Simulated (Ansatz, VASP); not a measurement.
BaZrO3: VASP beside Ansatz

```
Ba Zr O
1.0
     4.19134    0.00000    0.00000
     0.00000    4.19134    0.00000
     0.00000    0.00000    4.19134
Ba Zr O
1 1 3
Direct
  0.00000 0.00000 0.00000
  0.50000 0.50000 0.50000
  0.50000 0.50000 0.00000
  0.50000 0.00000 0.50000
  0.00000 0.50000 0.50000
```

Alike in both runs: functional r2SCAN; k mesh 6 × 6 × 6; occupations fermi-dirac, width 0.05 eV; no spin polarisation.

|  | VASP | Ansatz |
| --- | --- | --- |
| version | VASP 6.6.1 | Ansatz 0.2.0 |
| potentials or method | VASP PAW PBE potentials, release 64 (Ba_sv, Zr_sv, O_h) | Ansatz PAW |
| plane-wave cutoff (eV) | 910 | 500 |
| valence electrons in the cell | 40 | 40 |
| task | single point | band structure |

|  | VASP | Ansatz | Ansatz less VASP |
| --- | --- | --- | --- |
| gap on the k mesh at the Fermi level (eV) | 3.71 | 3.76 | +0.043 |
| least direct gap on the mesh (eV) | 3.95 | 3.97 | +0.021 |

VASP's potentials were made for PBE, not for r2SCAN.

Spin-orbit coupling is off throughout. Noted on VASP's run: the cutoff is short for stress, so the pressure is rough.
